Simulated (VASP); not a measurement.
# Cs4Pb4IBr11 (a cell with a defect): relaxation of the atoms with PBE

The system is Cs4Pb4IBr11 (a cell with a defect).

```
CELL_PARAMETERS angstrom
-5.87000 5.87000 5.87000
5.87000 -5.87000 5.87000
5.87000 5.87000 -5.87000
ATOMIC_POSITIONS crystal
Cs 0.00000 0.00000 0.00000
Cs 0.50000 0.50000 0.00000
Cs 0.50000 0.00000 0.50000
Cs 0.00000 0.50000 0.50000
Pb 0.50000 0.50000 0.50000
Pb 0.00000 0.00000 0.50000
Pb 0.00000 0.50000 0.00000
Pb 0.50000 0.00000 0.00000
I 0.50000 0.25000 0.25000
Br 0.00000 0.75000 0.25000
Br 0.00000 0.25000 0.75000
Br 0.50000 0.75000 0.75000
Br 0.25000 0.50000 0.25000
Br 0.75000 0.00000 0.25000
Br 0.75000 0.50000 0.75000
Br 0.25000 0.00000 0.75000
Br 0.25000 0.25000 0.50000
Br 0.75000 0.75000 0.50000
Br 0.75000 0.25000 0.00000
Br 0.25000 0.75000 0.00000
```

- Program: VASP 6.6.1
- Task: relaxation of the atoms
- Functional: PBE
- Potentials or basis: VASP PAW PBE potentials, release 64 (Cs_sv, Pb_d, I, Br)
- Cutoff: 520 eV
- k mesh: 2 × 2 × 2
- Occupations: fermi-dirac, width 0.01 eV
- Spin: no spin polarisation
- Dipole correction: no
- Further INCAR settings: LREAL = Auto; ALGO = Normal; EDIFF = 1e-06; IBRION = 2; EDIFFG = -0.03; NSW = 60

| Quantity | Value |
| --- | --- |
| Energy gained by relaxing | 3.5 meV/atom |
| Ionic steps | 3 |
| Pressure after relaxing | 2.0 GPa |
| Largest force after relaxing | 0.022 eV/Å |
| Band gap on the k mesh | 1.39 eV |

Forces in eV/Å, atoms in the order of the input:
```
Cs   0.000 -0.005 -0.005
Cs   0.000 -0.005  0.005
Cs   0.000  0.005 -0.005
Cs   0.000  0.005  0.005
Pb   0.011  0.000  0.000
Pb   0.000  0.000  0.000
Pb   0.000  0.000  0.000
Pb  -0.011  0.000  0.000
I    0.000  0.000  0.000
Br   0.000  0.000  0.000
Br   0.000  0.000  0.000
Br   0.000  0.000  0.000
Br   0.022 -0.003  0.000
Br  -0.022  0.003  0.000
Br   0.022  0.003  0.000
Br  -0.022 -0.003  0.000
Br   0.022  0.000 -0.003
Br   0.022  0.000  0.003
Br  -0.022  0.000  0.003
Br  -0.022  0.000 -0.003
```

Stress tensor (GPa, compression positive):
```
2.63 0.00 0.00
0.00 1.66 0.00
0.00 0.00 1.66
```

Step by step:
```tsv
step	energy change (eV)	largest force (eV/Å)	pressure (GPa)
1	0.0000	0.7856	2.01
2	-0.0477	0.4470	1.99
3	-0.0704	0.0224	1.98
```

Final structure:
```
CELL_PARAMETERS angstrom
-5.87000 5.87000 5.87000
5.87000 -5.87000 5.87000
5.87000 5.87000 -5.87000
ATOMIC_POSITIONS crystal
Cs 0.99914 0.99957 0.99957
Cs 0.50000 0.50043 0.99957
Cs 0.50000 0.99957 0.50043
Cs 0.00086 0.50043 0.50043
Pb 0.50000 0.50725 0.50725
Pb 0.00000 0.00000 0.50000
Pb 0.00000 0.50000 0.00000
Pb 0.50000 0.99275 0.99275
I 0.50000 0.25000 0.25000
Br 0.00000 0.75000 0.25000
Br 0.00000 0.25000 0.75000
Br 0.50000 0.75000 0.75000
Br 0.24980 0.50004 0.24985
Br 0.75020 0.99996 0.25015
Br 0.75020 0.50004 0.75024
Br 0.24980 0.99996 0.74976
Br 0.24980 0.24985 0.50004
Br 0.75020 0.75024 0.50004
Br 0.75020 0.25015 0.99996
Br 0.24980 0.74976 0.99996
```

Levels at points of the mesh, in eV from the valence-band top:
| k point | band 84 | band 85 | band 86 | band 87 | band 88 | band 89 | band 90 | band 91 | band 92 | band 93 |
| --- | --- | --- | --- | --- | --- | --- | --- | --- | --- | --- |
| (0.00, 0.00, 0.00) | -1.66 | -1.66 | -0.81 | -0.79 | -0.57 | 1.95 | 1.95 | 1.98 | 1.99 | 2.01 |
| (0.50, 0.00, 0.00) | -1.96 | -1.84 | -1.69 | -1.23 | -0.90 | 1.99 | 1.99 | 3.27 | 3.36 | 3.39 |
| (0.00, 0.50, 0.00) | -1.89 | -1.79 | -1.76 | -1.25 | -1.22 | 1.96 | 1.97 | 3.37 | 3.38 | 3.51 |
| (0.50, 0.50, 0.50) | -1.66 | -1.55 | -1.53 | -1.31 | 0.00 | 1.39 | 1.39 | 1.48 | 2.45 | 2.49 |

Run time: 7.5 min on 4 MPI ranks on Intel(R) Xeon(R) Platinum 8488C (Sapphire Rapids) (shared host), peak memory 0.73 GiB a rank.

Caveat: spin-orbit coupling is left out, which moves the levels of the heavy elements.
